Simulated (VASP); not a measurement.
# BN (P1) in VASP: notebook, part 2 of 2

VASP 6.6.1. Earlier steps stand in the parts before.

## 3. Relaxation of cell and atoms, LDA

INCAR

```
ALGO = Normal
EDIFF = 1E-6
EDIFFG = -0.01
ENCUT = 600
GGA = CA
IBRION = 2
ISIF = 3
ISMEAR = 0
LASPH = T
LCHARG = F
LREAL = F
LWAVE = F
NELM = 60
NSW = 100
PREC = Accurate
SIGMA = 0.05
```

KPOINTS

```
k-points
0
Gamma
  12 12 4
```

POSCAR

```
BN
1.0
    2.3959750160     -0.0210490019      0.1693218674
   -1.2162164784      2.1969659510      0.0100609409
    0.4420810351      0.2855673082      6.7598446420
B N
2 2
Direct
    0.3056857222      0.6271604204      0.2439122295
    0.6581866359      0.3553389996      0.7534787082
    0.3337849648      0.6729806505      0.7449403346
    0.7023426771      0.3445199295      0.2576687277
```

Potentials or basis: VASP PAW LDA potentials, release 64 (B, N).

On the command line:

```sh
> cat potpaw_LDA.64/B/POTCAR potpaw_LDA.64/N/POTCAR > POTCAR
> mpirun -np 1 vasp_std > vasp.out
```

OUTCAR:

```text
EDIFF = 1E-6
   EDIFFG = -0.01
   ENCUT = 600
   GGA = CA
   IBRION = 2
   ISIF = 3
   ISMEAR = 0
   LASPH = T
   LREAL = F
   NELM = 60
   NSW = 100
   PREC = Accurate

 ion  position               nearest neighbor table
   1  0.306  0.627  0.244-   4 1.25   4 1.45   4 1.58
   2  0.658  0.355  0.753-   3 1.37   3 1.41   3 1.50
   3  0.334  0.673  0.745-   2 1.37   2 1.41   2 1.50
   4  0.702  0.345  0.258-   1 1.25   1 1.45   1 1.58

  LATTYP: Found a triclinic cell.
 ALAT       =     2.4816573028
 B/A-ratio  =     1.0118897958
 C/A-ratio  =     2.7321665886
 COS(alpha) =     0.0092635779
 COS(beta)  =     0.1399896466
 COS(gamma) =     0.5371406004

  Lattice vectors:

 A1 = (   1.1797585376,   2.1759169491,   0.1793828083)
 A2 = (  -1.2162164784,   2.1969659510,   0.0100609409)
 A3 = (   0.4420810351,   0.2855673082,   6.7598446420)

Analysis of symmetry for initial positions (statically):
=====================================================================
 Subroutine PRICEL returns:
 Original cell was already a primitive cell.

 Routine SETGRP: Setting up the symmetry group for a
 triclinic supercell.

 Subroutine GETGRP returns: Found  1 space group operations
 (whereof  1 operations were pure point group operations)
 out of a pool of  2 trial point group operations.

The static configuration has the point symmetry C_1 .

[... 356 lines left out ...]

 number of electron      16.0000001 magnetization

 Free energy of the ion-electron system (eV)
  ---------------------------------------------------
  ext. energy  EPLUGINS =         0.00000000
  ---------------------------------------------------
  free energy    TOTEN  =       -38.58585462 eV

  energy without entropy =      -38.58585462  energy(sigma->0) =      -38.58585462

 E-fermi :   2.7306     XC(G=0): -10.7146

 val. band max:        2.4812756924   @ k =   0.4167   0.3333  -0.0000
 cond. band min:       6.4203026827   @ k =   0.5000   0.5000  -0.0000
 fundamental gap:      3.9390269903
 Fermi energy:         2.7305567283

 k-point     1 :       0.0000    0.0000    0.0000
  band No.  band energies     occupation
      1     -15.2857      2.00000
      2     -14.9074      2.00000
      3      -4.0994      2.00000
      4      -1.6171      2.00000
      5       1.1083      2.00000
      6       1.1098      2.00000
      7       1.1534      2.00000
      8       1.1579      2.00000
      9       7.5497      0.00000
     10      12.8402      0.00000
     11      13.9822      0.00000
     12      13.9944      0.00000
[... 331 lines left out ...]
 k-point    24 :       0.3333    0.1667   -0.0000
  band No.  band energies     occupation
      1     -12.1157      2.00000
      2     -11.9465      2.00000
      3      -5.6910      2.00000
      4      -5.5862      2.00000
      5      -2.9184      2.00000
      6      -2.8254      2.00000
      7       0.5643      2.00000
      8       2.0453      2.00000
      9       7.4172      0.00000
     10       8.5400      0.00000
     11      12.7646      0.00000
     12      14.5853      0.00000

 [... further k-points ...]

------------------------ aborting loop because EDIFF is reached ----------------------------------------

  FORCE on cell =-STRESS in cart. coord.  units (eV):
  Direction    XX          YY          ZZ          XY          YZ          ZX
  --------------------------------------------------------------------------------------
  -------------------------------------------------------------------------------------
  Total       -0.0144333      0.0194904     -0.0302345      0.0074462      0.0099832     -0.0166956
  in kB       -0.6651610      0.8982176     -1.3933637      0.3431589      0.4600767     -0.7694207
  external PRESSURE =      -0.3867690 kB  Pullay stress =       0.0000000 kB
[... 19 lines left out ...]
  FREE ENERGIE OF THE ION-ELECTRON SYSTEM (eV)
  ---------------------------------------------------
  free  energy   TOTEN  =       -38.5858546176 eV

  energy  without entropy=      -38.5858546176  energy(sigma->0) =      -38.58585462

 reached required accuracy - stopping structural energy minimisation
```

It took 40 min on 1 thread of AMD EPYC 9R45 (Zen 5), shared host; peak memory 0.22 GiB.

What came out:

| Item | Value |
| --- | --- |
| Free energy | -38.5859 eV |
| Relaxed volume | 8.69 Å³/atom |
| Relaxed cell | a = 2.490 Å, b = 2.490 Å, c = 6.474 Å, α = 90.81°, β = 89.25°, γ = 120.00° |
| Space group after relaxing (to 0.1 Å) | C2/m (No. 12) |
| Pressure after relaxing | 0.0 GPa |
| Largest force after relaxing | 0.010 eV/Å |
| Band gap on the k mesh | 3.94 eV (least direct gap 4.35 eV) |

Forces in eV/Å, atoms in the order of the input:
```
B    0.002  0.003 -0.003
B    0.005 -0.004 -0.002
N   -0.005 -0.004  0.007
N   -0.002  0.005 -0.002
```

Final structure:
```
B N
1.0
     2.49031   -0.00173    0.00936
    -1.24374    2.15734   -0.01565
     0.06034   -0.02440    6.47402
B N
2 2
Direct
  0.32692 0.65112 0.25076
  0.67305 0.34889 0.74927
  0.33976 0.68219 0.74923
  0.66027 0.31781 0.25074
```

A k mesh can miss the band edges. Zero-point motion and thermal expansion aren't in these numbers.
